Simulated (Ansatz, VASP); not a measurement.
**One calculation of Si, two programs**

INCAR

```
ALGO = Normal ; EDIFF = 1E-7
ENCUT = 520 ; GGA = PS
ISIF = 2 ; ISMEAR = 0
LASPH = T ; LCHARG = F
LREAL = F ; LWAVE = F
NBANDS = 16 ; NELM = 100
PREC = Accurate ; SIGMA = 0.02
```

The input KPOINTS:

```
k-points
0
Gamma
  10 10 8
```

File POSCAR:

```
Si
1.0
    2.6625787399      2.6625787399      0.0000000000
   -2.6625787399      2.6625787399      0.0000000000
    0.0000000000      0.0000000000      5.3251574797
Si
4
Direct
    0.0000000000      0.5000000000      0.2500000000
    0.0000000000      0.0000000000      0.5000000000
    0.5000000000      0.0000000000      0.7500000000
    0.5000000000      0.5000000000      0.0000000000
```

Input for Ansatz:

```yaml
crystal:
  lattice:
    - [2.6625787399, 2.6625787399, 0.0]
    - [-2.6625787399, 2.6625787399, 0.0]
    - [0.0, 0.0, 5.3251574797]
  atoms:
    - { symbol: Si, position: [0.0, 0.5, 0.25] }
    - { symbol: Si, position: [0.0, 0.0, 0.5] }
    - { symbol: Si, position: [0.5, 0.0, 0.75] }
    - { symbol: Si, position: [0.5, 0.5, 0.0] }
basis:
  ecutwfc: 420
kpoints:
  mp_grid: { grid: [10, 10, 8] }
hamiltonian:
  xc: pbesol
scf:
  occupations: { method: gaussian, width: 0.02 }
output:
  forces: true
  stress: true
  eigenvalues: true
```

Change from the starting cell: equal strain along all axes, cell held, atoms relaxed: -2.0 %.

Alike in both runs: task single point; functional PBEsol; k mesh 10 × 10 × 8; occupations gaussian, width 0.02 eV; no spin polarisation.

```csv
,VASP,Ansatz
version,VASP 6.6.1,Ansatz 0.2.0
potentials or method,"VASP PAW PBE potentials, release 64 (Si), cutoff 520 eV","scalar-relativistic, plane waves, PAW"
valence electrons in the cell,16,16
```

Ansatz gave:

```
gap on the k mesh at the Fermi level (eV) : 0.35
least direct gap on the mesh (eV)         : 0.47
pressure (GPa)                            : 6.4
```

Q: What did VASP give for the same quantities?

A: gap on the k mesh at the Fermi level (eV): 0.35; least direct gap on the mesh (eV): 0.47; pressure (GPa): 6.6.

VASP's potentials were made for PBE, not for PBEsol. With one functional, cell and mesh, what is left measures potentials, basis and numerics.
